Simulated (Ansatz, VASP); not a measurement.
# Ga2Ge3O in VASP and in Ansatz

File INCAR:

```
  ALGO = Normal
  EDIFF = 1E-6
  EDIFFG = -0.04
  ENCUT = 600
  GGA = PE
  IBRION = 2
  ISIF = 3
  ISMEAR = 0
  LASPH = T
  LCHARG = F
  LREAL = F
  LWAVE = F
  NELM = 80
  NSW = 90
  PREC = Accurate
  SIGMA = 0.1
```

File KPOINTS:

```
k-points
0
Gamma
  6 6 4
```

POSCAR

```
Ga2Ge3O
1.0
    5.3450046566      0.0000000000      0.0000000000
   -2.6725023283      4.6289098160      0.0000000000
    0.0000000000      0.0000000000      4.6612719411
Ga Ge O
2 3 1
Direct
    0.3333333333      0.6666666667      0.0000000000
    0.6666666667      0.3333333333      0.0000000000
    0.5000000000      0.0000000000      0.5000000000
    0.5000000000      0.5000000000      0.5000000000
    0.0000000000      0.5000000000      0.5000000000
    0.0000000000      0.0000000000      0.0000000000
```

Input for Ansatz:

```yaml
crystal:
  lattice:
    - [5.3450046566, 0.0, 0.0]
    - [-2.6725023283, 4.628909816, 0.0]
    - [0.0, 0.0, 4.6612719411]
  atoms:
    - { symbol: Ga, position: [0.3333333333, 0.6666666667, 0.0] }
    - { symbol: Ga, position: [0.6666666667, 0.3333333333, 0.0] }
    - { symbol: Ge, position: [0.5, 0.0, 0.5] }
    - { symbol: Ge, position: [0.5, 0.5, 0.5] }
    - { symbol: Ge, position: [0.0, 0.5, 0.5] }
    - { symbol: O, position: [0.0, 0.0, 0.0] }
basis:
  ecutwfc: 420
kpoints:
  mp_grid: { grid: [6, 6, 4] }
hamiltonian:
  xc: pbe
scf:
  occupations: { method: gaussian, width: 0.1 }
  lower_state_search: "off"
output:
  forces: true
  stress: true
  eigenvalues: true
relax:
  adjacent_minimum: "off"
  f_tol: 0.04
  max_steps: 70
  cell: { stress_tol: 0.4 }
```

Change from the starting cell: species swapped into the GdB2Ru3 type (P6/mmm, No. 191).

Alike in both runs: task relaxation of cell and atoms; functional PBE; k mesh 6 × 6 × 4; occupations gaussian, width 0.1 eV; no spin polarisation.

|  | VASP | Ansatz |
| --- | --- | --- |
| version | VASP 6.6.1 | Ansatz 0.2.0 |
| potentials or method | VASP PAW PBE potentials, release 64 (Ga_d, Ge_d, O), cutoff 600 eV | scalar-relativistic, plane waves, PAW |
| valence electrons in the cell | 74 | 74 |

VASP gave:

| Item | Value |
| --- | --- |
| gap on the k mesh at the Fermi level, each at its own relaxed structure (eV) | none |
| relaxed volume (Å³/atom) | 19.21 |
| relaxed length of the cell vector where the two differ most in proportion (Å) | 5.180 |

Which values does Ansatz return?

gap on the k mesh at the Fermi level, each at its own relaxed structure (eV): none; relaxed volume (Å³/atom): 19.25; relaxed length of the cell vector where the two differ most in proportion (Å): 5.169.

A gap of «none» marks a metal or a gap that the smearing closes.
